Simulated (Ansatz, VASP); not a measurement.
## One calculation of W2C, two programs

Contents of INCAR:

```
ALGO = Normal
EDIFF = 1E-6
ENCUT = 600
GGA = PE
GGA_COMPAT = False
ISIF = 2
ISMEAR = 1
LASPH = True
LCHARG = False
LREAL = False
LWAVE = False
NBANDS = 23
NELM = 120
PREC = Accurate
SIGMA = 0.43
```

KPOINTS

```
k-points
0
Gamma
  3 3 1
```

File POSCAR:

```
W2C
1.0
    3.0700456420      0.0000000000      0.0000000000
   -1.5350228210      2.6587375167      0.0000000000
    0.0000000000      0.0000000000      4.6784280000
W C
2 1
Direct
    0.3333333333      0.6666666667      0.7463310000
    0.6666666667      0.3333333333      0.2536690000
    0.0000000000      0.0000000000      0.0000000000
```

Input for Ansatz:

```yaml
crystal:
  lattice:
    - [3.070045642, 0.0, 0.0]
    - [-1.535022821, 2.6587375167, 0.0]
    - [0.0, 0.0, 4.678428]
  atoms:
    - { symbol: W, position: [0.3333333333, 0.6666666667, 0.746331] }
    - { symbol: W, position: [0.6666666667, 0.3333333333, 0.253669] }
    - { symbol: C, position: [0.0, 0.0, 0.0] }
basis:
  ecutwfc: 430
kpoints:
  mp_grid: { grid: [3, 3, 1] }
hamiltonian:
  xc: pbe
scf:
  occupations: { method: cold, width: 0.43 }
  mixing:
    algorithm: anderson
    beta: 0.092
    ndim: 4
    preconditioner: kerker
    globalisation: backtrack
  initial_density: { chi_scale: 0, normalization: atom }
  max_iter: 63
output:
  forces: true
  stress: true
  eigenvalues: true
```

Alike in both runs: task single point; functional PBE; k mesh 3 × 3 × 1; no spin polarisation.

|  | VASP | Ansatz |
| --- | --- | --- |
| version | VASP 6.6.1 | Ansatz 0.2.0 |
| potentials or method | VASP PAW PBE potentials, release 64 (W_sv, C), cutoff 600 eV | scalar-relativistic, plane waves, PAW |
| occupations | methfessel-paxton of order 1, width 0.43 eV | cold, width 0.43 eV |
| valence electrons in the cell | 32 | 32 |

```tsv
	VASP	Ansatz	Ansatz less VASP
gap on the k mesh at the Fermi level (eV)	none	none	-
pressure (GPa)	0.4	-0.1	-0.46
traceless stress, the component that is largest in VASP (GPa)	-46.05	-44.41	+1.645
rms of the force components (eV/Å)	0.943	0.926	-0.0162
```

Atom by atom the forces differ by 0.016 eV/Å (rms over components). A gap of «none» marks a metal or a gap that the smearing closes.

The k mesh is coarse, so the values compare programs but aren't converged. Spin-orbit coupling is off throughout.
